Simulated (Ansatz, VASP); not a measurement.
## One calculation of Ag, two programs

The input INCAR:

```
SYSTEM = Ag
PREC = Accurate
ENCUT = 520
EDIFF = 1E-6
ISMEAR = -1
SIGMA = 0.05
LREAL = .False.
LASPH = .True.
NELM = 60
ALGO = Normal
ISIF = 2
LWAVE = .False.
LCHARG = .False.
GGA = PE
NBANDS = 24
```

Contents of KPOINTS:

```
Automatic mesh
0
Gamma
  8 8 11
  0 0 0
```

File POSCAR:

```
Ag
1.0
    4.5982936411      0.0000000000      0.0000000000
   -2.2991468205      3.9822391072      0.0000000000
    0.0000000000      0.0000000000      2.7500955685
Ag
3
Direct
    0.0000000000      0.0000000000      0.0000000000
    0.3333333333      0.6666666667      0.5000000000
    0.6666666667      0.3333333333      0.5000000000
```

Input for Ansatz:

```yaml
crystal:
  lattice:
    - [4.5982936411, 0.0, 0.0]
    - [-2.2991468205, 3.9822391072, 0.0]
    - [0.0, 0.0, 2.7500955685]
  atoms:
    - { symbol: Ag, position: [0.0, 0.0, 0.0] }
    - { symbol: Ag, position: [0.3333333333, 0.6666666667, 0.5] }
    - { symbol: Ag, position: [0.6666666667, 0.3333333333, 0.5] }
kpoints:
  mp_grid: { grid: [8, 8, 11] }
scf:
  occupations: { method: fermi_dirac, width: 0.05 }
hamiltonian:
  xc: pbe
  pseudopotentials: { kind: all_electron, lapw: { basis_error: 0.001 } }
output:
  forces: true
  stress: true
  eigenvalues: true
  populations: true
```

Change from the starting cell: volume scaled by 0.92, LAPW.

Alike in both runs: task single point; functional PBE; k mesh 8 × 8 × 11; occupations fermi-dirac, width 0.05 eV; no spin polarisation.

```csv
,VASP,Ansatz
version,VASP 6.6.1,Ansatz 0.2.0
potentials or method,"VASP PAW PBE potentials, release 64 (Ag), cutoff 520 eV","all-electron LAPW, scalar-relativistic"
```

VASP gave:

* pressure (GPa): 9.0

Question: Estimate Ansatz's values.

Answer: Pressure (GPa): 9.2.

Ansatz ran all-electron here, and VASP with PAW potentials.
